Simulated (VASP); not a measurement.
Runs of VASP 6.6.1 on BeSn2. The structure is that of space group P-3m1 (No. 164), or close to it. The cells are those of the table. 

```csv
task,cell,k mesh,cutoff (eV),k mesh for the DOS,occupations for the DOS,gap on the mesh (eV),pressure (GPa),largest force (eV/Å)
single point,"a = 3.944, b = 3.944, c = 4.927 Å, angles 90.0, 90.0, 120.0°, 3 atoms",12 × 12 × 10,520,-,-,none,-0.1,-
single point,"a = 3.957, b = 3.957, c = 4.913 Å, angles 90.0, 90.0, 120.0°, 3 atoms",18 × 18 × 8,520,-,-,none,-0.1,-
single point,"a = 3.081, b = 3.081, c = 5.717 Å, angles 90.0, 90.0, 120.0°, 3 atoms",6 × 6 × 4,520,-,-,none,(a),1.46
single point,"a = 3.573, b = 3.573, c = 5.841 Å, angles 90.0, 90.0, 120.0°, 3 atoms",6 × 6 × 4,520,-,-,none,0.1,-
relaxation of cell and atoms,"relaxed from a = 3.081, b = 3.081, c = 5.717 Å, angles 90.0, 90.0, 120.0°, 3 atoms",6 × 6 × 4,600,-,-,none,0.0,0.01
```

Alike in all rows: level PBE; potentials or basis VASP PAW PBE potentials, release 64 (Be, Sn_d); no spin polarisation; smearing gaussian 0.1 eV.

Question: Fill in the values left out.

Answer: (a) 37.5.

Caveats: some runs use coarse meshes; spin-orbit coupling is left out, which moves the levels of the heavy elements; forces of over 1 eV/Å act on the atoms, so gaps and moduli don't describe the material at rest (some runs).

A k mesh can miss the band edges, and the runs leave out spin-orbit coupling on Sn.

A gap of «none» marks levels without a gap at the run's occupations.
